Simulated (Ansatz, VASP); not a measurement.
**Ni: VASP beside Ansatz**

```xyz
1
Lattice="0.0000 1.7583 1.7583 1.7583 0.0000 1.7583 1.7583 1.7583 0.0000" Properties=species:S:1:pos:R:3 pbc="T T T"
Ni    0.0000    0.0000    0.0000
```

Alike in both runs: functional PBE; k mesh 16 × 16 × 16; occupations gaussian, width 0.05 eV; collinear spin.

Ansatz relaxed the structure, and its values are those at the end. VASP's run is a single point on that final structure, the one shown.

|  | VASP | Ansatz |
| --- | --- | --- |
| version | VASP 6.6.1 | Ansatz 0.2.0 |
| potentials or method | VASP PAW PBE potentials, release 64 (Ni) | scalar-relativistic, plane waves, PAW |
| plane-wave cutoff (eV) | 520 | 420 |
| valence electrons in the cell | 10 | 18 |

|  | VASP | Ansatz | Ansatz less VASP |
| --- | --- | --- | --- |
| gap on the k mesh at the Fermi level (eV) | none | none | - |
| pressure (GPa) | 0.0 | 0.0 | +0.04 |
| net moment per atom (μB) | 0.60 | 0.60 | +0.005 |
| size of the moment on the site where the two differ most (μB) | 0.61 | 0.64 | +0.031 |

Site moments also hang on the region over which each program counts them. A gap of «none» marks a metal or a gap that the smearing closes. VASP's potentials hold 10 valence electrons a cell and Ansatz's 18, so a difference there can come from the potentials and not from the codes.
